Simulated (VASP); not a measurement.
Wanted: the native input for a VASP 6.6.1 run.

```
Task                   : single point
Functional             : PBEsol
Potentials or basis    : VASP PAW PBE potentials, release 64 (Ni_sv_GW, O)
Cutoff                 : 700 eV
k mesh                 : 12 × 12 × 6
Occupations            : gaussian, width 0.05 eV
Spin                   : no spin polarisation
Dipole correction      : no
Further INCAR settings : ALGO = Normal; EDIFF = 1e-06; NBANDS = 22
```

The structure of NiO2 lies in POSCAR:

```
NiO2
1.0
    2.8624235356      0.0000000000      0.0000000000
   -1.4312117678      2.4789314982      0.0000000000
    0.0000000000      0.0000000000      4.7038205961
Ni O
1 2
Direct
    0.0000000000      0.0000000000      0.5000000000
    0.6666666667      0.3333333333      0.6373845568
    0.3333333333      0.6666666667      0.3626154432
```

This cell differs from its parent crystal: atoms shifted along a free coordinate, c/a of the conventional cell at fixed volume 1.6433.

These files were run (other wordings do the same):

INCAR

```
SYSTEM = NiO2
  ALGO = Normal
  EDIFF = 1E-6
  ENCUT = 700
  GGA = PS
  GGA_COMPAT = .FALSE.
  ISIF = 2
  ISMEAR = 0
  LASPH = .TRUE.
  LCHARG = .FALSE.
  LREAL = .FALSE.
  LWAVE = .FALSE.
  NBANDS = 22
  NELM = 120
  PREC = Accurate
  SIGMA = 0.05
```

KPOINTS

```
k-points
0
G
  12 12 6
  0 0 0
```

Potentials or basis: VASP PAW PBE potentials, release 64 (Ni_sv_GW, O).

The run is started by

```sh
$ cat potpaw_PBE.64/Ni_sv_GW/POTCAR potpaw_PBE.64/O/POTCAR > POTCAR
$ mpirun -np 1 vasp_std > vasp.out
```

It gave:

```
Pressure               : 33.2 GPa
Largest force          : 5.005 eV/Å
Band gap on the k mesh : 0.65 eV (least direct gap 0.98 eV)
```

Caveat: the cell stands under pressure; the PAW data sets were made with another functional, which shifts forces and pressure a little; the run has no spin polarisation, though such a crystal can be magnetic.

Wall time 3.2 min on 1 thread of AMD EPYC 7R43 64-Core Processor (Zen 3), with other jobs on the host, peak memory 0.24 GiB.
